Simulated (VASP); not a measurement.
# SiNi2 (P6_3/mmc) in VASP: a series of runs, part 2 of 3

VASP 6.6.1.

### 5 Relaxation of shape and atoms at fixed volume, PBE (volume scaled by 1.03)

Input file INCAR:

```
SYSTEM = SiNi2
  ALGO = Fast
  EDIFF = 1E-6
  EDIFFG = -0.01
  ENCUT = 600
  GGA = PE
  IBRION = 2
  ISIF = 4
  ISMEAR = 0
  LASPH = .True.
  LCHARG = .False.
  LREAL = .False.
  LWAVE = .False.
  NELM = 80
  NSW = 50
  PREC = Accurate
  SIGMA = 0.1
```

Input file KPOINTS:

```
k-points
0
Gamma
  12 12 8
  0 0 0
```

Input file POSCAR:

```
SiNi2
1.0
    3.9506607366      0.0000000000      0.0000000000
   -1.9753303683      3.4213725596      0.0000000000
    0.0000000000      0.0000000000      5.0408757664
Si Ni
2 4
Direct
    0.3333333333      0.6666666667      0.7500000000
    0.6666666667      0.3333333333      0.2500000000
    0.0000000000      0.0000000000      0.0000000000
    0.0000000000      0.0000000000      0.5000000000
    0.3333333333      0.6666666667      0.2500000000
    0.6666666667      0.3333333333      0.7500000000
```

Potentials or basis: VASP PAW PBE potentials, release 64 (Si, Ni).

The run is started by

```console
$ cat potpaw_PBE.64/Si/POTCAR potpaw_PBE.64/Ni/POTCAR > POTCAR
$ mpirun -np 1 vasp_std > vasp.out
```

OUTCAR:

```text
SYSTEM = SiNi2
   EDIFF = 1E-6
   EDIFFG = -0.01
   ENCUT = 600
   GGA = PE
   IBRION = 2
   ISIF = 4
   ISMEAR = 0
   LASPH = .True.
   LREAL = .False.
   NELM = 80
   NSW = 50
   PREC = Accurate

 ion  position               nearest neighbor table
   1  0.333  0.667  0.750-   6 2.28   6 2.28   6 2.28   5 2.52   5 2.52   3 2.61   4 2.61   4 2.61
                             3 2.61   4 2.61   3 2.61
   2  0.667  0.333  0.250-   5 2.28   5 2.28   5 2.28   6 2.52   6 2.52   3 2.61   4 2.61   3 2.61
                             4 2.61   3 2.61   4 2.61
   3  0.000  0.000  0.000-   4 2.52   4 2.52   1 2.61   5 2.61   6 2.61   2 2.61   1 2.61   5 2.61
                             2 2.61   6 2.61   2 2.61   6 2.61   1 2.61   5 2.61
   4  0.000  0.000  0.500-   3 2.52   3 2.52   1 2.61   5 2.61   6 2.61   2 2.61   1 2.61   5 2.61
                             2 2.61   6 2.61   2 2.61   6 2.61   1 2.61   5 2.61
   5  0.333  0.667  0.250-   2 2.28   2 2.28   2 2.28   1 2.52   1 2.52   3 2.61   4 2.61   4 2.61
                             3 2.61   4 2.61   3 2.61
   6  0.667  0.333  0.750-   1 2.28   1 2.28   1 2.28   2 2.52   2 2.52   3 2.61   4 2.61   3 2.61
                             4 2.61   3 2.61   4 2.61

  LATTYP: Found a hexagonal cell.
 ALAT       =     3.9506607366
 C/A-ratio  =     1.2759576442

  Lattice vectors:

 A1 = (   3.9506607366,   0.0000000000,   0.0000000000)
 A2 = (  -1.9753303683,   3.4213725596,   0.0000000000)
 A3 = (   0.0000000000,   0.0000000000,   5.0408757664)

Analysis of symmetry for initial positions (statically):
=====================================================================
 Subroutine PRICEL returns:
 Original cell was already a primitive cell.

 Routine SETGRP: Setting up the symmetry group for a
 hexagonal supercell.

 Subroutine GETGRP returns: Found 24 space group operations
 (whereof 12 operations were pure point group operations)
 out of a pool of 24 trial point group operations.

The static configuration has the point symmetry D_3d.
 The point group associated with its full space group is D_6h.

Analysis of symmetry for dynamics (positions and initial velocities):
=====================================================================
 Subroutine PRICEL returns:
 Original cell was already a primitive cell.

 Routine SETGRP: Setting up the symmetry group for a
 hexagonal supercell.

 Subroutine GETGRP returns: Found 24 space group operations
 (whereof 12 operations were pure point group operations)
 out of a pool of 24 trial point group operations.

The dynamic configuration has the point symmetry D_3d.
 The point group associated with its full space group is D_6h.

 Subroutine INISYM returns: Found 24 space group operations
 (whereof 12 operations are pure point group operations),
 and found     1 'primitive' translations

----------------------------------------------------------------------------------------

                                     Primitive cell

[... 142 lines left out ...]

 Free energy of the ion-electron system (eV)
  ---------------------------------------------------
  ext. energy  EPLUGINS =         0.00000000
  ---------------------------------------------------
  free energy    TOTEN  =       -35.73374144 eV

  energy without entropy =      -35.71494260  energy(sigma->0) =      -35.72434202

------------------------ aborting loop because EDIFF is reached ----------------------------------------

  FORCE on cell =-STRESS in cart. coord.  units (eV):
  Direction    XX          YY          ZZ          XY          YZ          ZX
  --------------------------------------------------------------------------------------
  -------------------------------------------------------------------------------------
  Total       -2.5003244     -2.5003244     -2.1605580      0.0000000     -0.0000000      0.0000000
  in kB      -58.7937078    -58.7937078    -50.8042931      0.0000000     -0.0000000      0.0000000
  external PRESSURE =     -56.1305695 kB  Pullay stress =       0.0000000 kB

 VOLUME and BASIS-vectors are now :
 -----------------------------------------------------------------------------
  energy-cutoff  :      600.00
  volume of cell :       68.14
      direct lattice vectors                 reciprocal lattice vectors
     3.950660737  0.000000000  0.000000000     0.253122216  0.146140180  0.000000000
    -1.975330368  3.421372560  0.000000000     0.000000000  0.292280359  0.000000000
     0.000000000  0.000000000  5.040875766     0.000000000  0.000000000  0.198378228

 POSITION                                       TOTAL-FORCE (eV/Angst)
 -----------------------------------------------------------------------------------
     -0.00000      2.28092      3.78066         0.000000      0.000000      0.000000
      1.97533      1.14046      1.26022        -0.000000     -0.000000      0.000000
      0.00000      0.00000      0.00000        -0.000000      0.000000      0.000000
      0.00000      0.00000      2.52044        -0.000000      0.000000      0.000000
     -0.00000      2.28092      1.26022        -0.000000      0.000000      0.000000
      1.97533      1.14046      3.78066        -0.000000      0.000000      0.000000
 -----------------------------------------------------------------------------------
    total drift:                                0.000000     -0.000000      0.000000

  FREE ENERGIE OF THE ION-ELECTRON SYSTEM (eV)
  ---------------------------------------------------
  free  energy   TOTEN  =       -35.7337414365 eV

  energy  without entropy=      -35.7149425970  energy(sigma->0) =      -35.72434202

--------------------------------------- Ionic step        2  -------------------------------------------

 number of electron      48.0000008 magnetization

 Free energy of the ion-electron system (eV)
  ---------------------------------------------------
  ext. energy  EPLUGINS =         0.00000000
  ---------------------------------------------------
  free energy    TOTEN  =       -35.73413516 eV

  energy without entropy =      -35.71530736  energy(sigma->0) =      -35.72472126

 E-fermi :  10.5235     XC(G=0): -12.7292

 val. band max:       10.5156538095   @ k =   0.1667   0.0000   0.0000
 cond. band min:      10.5302165043   @ k =   0.2500   0.0833   0.2500
 fundamental gap:      0.0145626948
 Fermi energy:        10.5235211131

 k-point     1 :       0.0000    0.0000    0.0000
  band No.  band energies     occupation
      1      -1.7158      2.00000
      2       2.4754      2.00000
      3       4.3483      2.00000
      4       5.7338      2.00000
      5       5.7338      2.00000
      6       6.8092      2.00000
[... 733 lines left out ...]
     27      13.0405      0.00000
     28      13.6021      0.00000

 [... further k-points ...]

------------------------ aborting loop because EDIFF is reached ----------------------------------------

  FORCE on cell =-STRESS in cart. coord.  units (eV):
  Direction    XX          YY          ZZ          XY          YZ          ZX
  --------------------------------------------------------------------------------------
  -------------------------------------------------------------------------------------
  Total       -2.4145606     -2.4145606     -2.3285066      0.0000000      0.0000000      0.0000000
  in kB      -56.7770192    -56.7770192    -54.7535102      0.0000000      0.0000000      0.0000000
  external PRESSURE =     -56.1025162 kB  Pullay stress =       0.0000000 kB

 VOLUME and BASIS-vectors are now :
 -----------------------------------------------------------------------------
  energy-cutoff  :      600.00
  volume of cell :       68.14
      direct lattice vectors                 reciprocal lattice vectors
     3.947066441  0.000000000  0.000000000     0.253352715  0.146273258  0.000000000
    -1.973533220  3.418259808 -0.000000000    -0.000000000  0.292546517  0.000000000
     0.000000000 -0.000000000  5.050060638    -0.000000000 -0.000000000  0.198017424

 POSITION                                       TOTAL-FORCE (eV/Angst)
 -----------------------------------------------------------------------------------
     -0.00000      2.27884      3.78755        -0.000000      0.000000     -0.000000
      1.97353      1.13942      1.26252         0.000000     -0.000000      0.000000
      3.94707      0.00000      0.00000        -0.000000     -0.000000      0.000000
      3.94707     -0.00000      2.52503        -0.000000      0.000000      0.000000
     -0.00000      2.27884      1.26252         0.000000      0.000000      0.000000
      1.97353      1.13942      3.78755        -0.000000     -0.000000     -0.000000
 -----------------------------------------------------------------------------------
    total drift:                                0.000000     -0.000000      0.000000

  FREE ENERGIE OF THE ION-ELECTRON SYSTEM (eV)
  ---------------------------------------------------
  free  energy   TOTEN  =       -35.7341351641 eV

  energy  without entropy=      -35.7153073564  energy(sigma->0) =      -35.72472126

 reached required accuracy - stopping structural energy minimisation
```

Wall time 7.3 min (1 thread of Oxide Virtual Turin-like, shared host); peak memory 0.29 GiB.

What came out:

- Free energy: -35.7341 eV
- Energy gained by relaxing: 0.1 meV/atom
- Ionic steps: 2
- Pressure after relaxing: -5.6 GPa
- Band gap on the k mesh: zero (band 24 reaches 13.07 eV, above the bottom of band 25 at 9.99 eV)

Stress tensor (GPa, compression positive):
```
-5.68  0.00  0.00
 0.00 -5.68  0.00
 0.00  0.00 -5.48
```

The path:
```
step  energy change (eV)  largest force (eV/Å)  pressure (GPa)  volume (Å³)
   1              0.0000                0.0000           -5.61        68.14
   2             -0.0004                0.0000           -5.61        68.14
```

Final structure:
```
CELL_PARAMETERS angstrom
3.94707 0.00000 0.00000
-1.97353 3.41826 0.00000
0.00000 0.00000 5.05006
ATOMIC_POSITIONS crystal
Si 0.33333 0.66667 0.75000
Si 0.66667 0.33333 0.25000
Ni 0.00000 0.00000 0.00000
Ni 0.00000 0.00000 0.50000
Ni 0.33333 0.66667 0.25000
Ni 0.66667 0.33333 0.75000
```

Caveat: the cell differs from its parent crystal (volume scaled by 1.03). Spin polarisation is off, so any magnetic state and its effect on volume and gap are missing.

(Continued in part 3 of 3.)
